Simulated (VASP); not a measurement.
The system is LiMgBN2.

```
Li Mg B N
1.0
    -1.90966    1.90966    4.44352
     1.90966   -1.90966    4.44352
     1.90966    1.90966   -4.44352
Li Mg B N
1 1 1 2
Direct
  0.25000 0.75000 0.50000
  0.75000 0.25000 0.50000
  0.50000 0.50000 0.00000
  0.65126 0.65126 0.00000
  0.34874 0.34874 0.00000
```

```yaml
Program: VASP 6.6.1
Task: relaxation of cell and atoms
Functional: PBEsol
Potentials_or_basis: VASP PAW PBE potentials, release 64 (Li_sv, Mg, B, N)
Cutoff: 600 eV
k_mesh: 10 × 10 × 10
Occupations: gaussian, width 0.02 eV
Spin: no spin polarisation
```

At the start: pressure -2.0 GPa; volume 12.96 Å³/atom.

Task: Where does the relaxation end?

Result: Over 16 steps the energy falls by 2.6 meV/atom and the volume is 12.60 Å³/atom (-2.8 %); space group I-4m2 (No. 119, to 0.1 Å) before and after.

The path:
```
step  energy change (eV)  largest force (eV/Å)  pressure (GPa)  volume (Å³)
   1              0.0000                0.1356           -2.00        64.82
   2             -0.0125                0.0141           -0.36        63.31
   3             -0.0128                0.0419           -0.04        63.05
   4             -0.0128                0.0383           -0.10        63.09
   5             -0.0127                0.0901            0.15        63.03
   6             -0.0128                0.0036           -0.01        63.07
   7             -0.0129                0.0045           -0.01        63.04
   8             -0.0130                0.0057            0.09        62.95
   9             -0.0130                0.0049            0.09        62.97
  10             -0.0129                0.0505           -0.12        63.05
  11             -0.0130                0.0093            0.01        62.99
  12             -0.0130                0.0085            0.02        62.99
  13             -0.0130                0.0089            0.02        62.99
  14             -0.0130                0.0093            0.02        62.99
  15             -0.0130                0.0120            0.01        63.03
  16             -0.0130                0.0033            0.01        63.01
```

Final structure:
```
CELL_PARAMETERS angstrom
-1.88697 1.88697 4.42419
1.88697 -1.88697 4.42419
1.88697 1.88697 -4.42419
ATOMIC_POSITIONS crystal
Li 0.25000 0.75000 0.50000
Mg 0.75000 0.25000 0.50000
B 0.50000 0.50000 0.00000
N 0.65173 0.65173 0.00000
N 0.34827 0.34827 0.00000
```

Caveat: the cutoff is under 1.25 times the usual one of these potentials, so pressure, stress and relaxed cells hold a basis-set (Pulay) error; the PAW data sets were made with another functional, which shifts forces and pressure a little.
